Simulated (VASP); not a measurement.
A run of VASP 6.6.1:

Contents of INCAR:

```
SYSTEM = BAs
ALGO = Normal
EDIFF = 1E-8
ENCUT = 520
GGA = PE
ISIF = 2
ISMEAR = 0
LASPH = .TRUE.
LCHARG = .FALSE.
LEPSILON = .TRUE.
LREAL = .FALSE.
LWAVE = .FALSE.
NELM = 100
PREC = Accurate
SIGMA = 0.01
```

The input KPOINTS:

```
k-points
0
G
  8 8 8
  0 0 0
```

The input POSCAR:

```
BAs
1.0
    0.0000000000      2.3918677353      2.3918677353
    2.3918677353      0.0000000000      2.3918677353
    2.3918677353      2.3918677353      0.0000000000
B As
1 1
Direct
    0.0000000000      0.0000000000      0.0000000000
    0.2500000000      0.2500000000      0.2500000000
```

Potentials or basis: VASP PAW PBE potentials, release 64 (B, As).

Run with:

```console
$ cat potpaw_PBE.64/B/POTCAR potpaw_PBE.64/As/POTCAR > POTCAR
$ mpirun -np 1 vasp_std > vasp.out
```

Hardware: 1 thread of Intel(R) Xeon(R) 6975P-C (Granite Rapids), on a shared host.

Task: How long does it take, and how much memory?

Result: Run time: 55 s on 1 thread of Intel(R) Xeon(R) 6975P-C (Granite Rapids), with other jobs on the host, peak memory 0.2 GiB. Counts: scf iterations 94, k points 29.
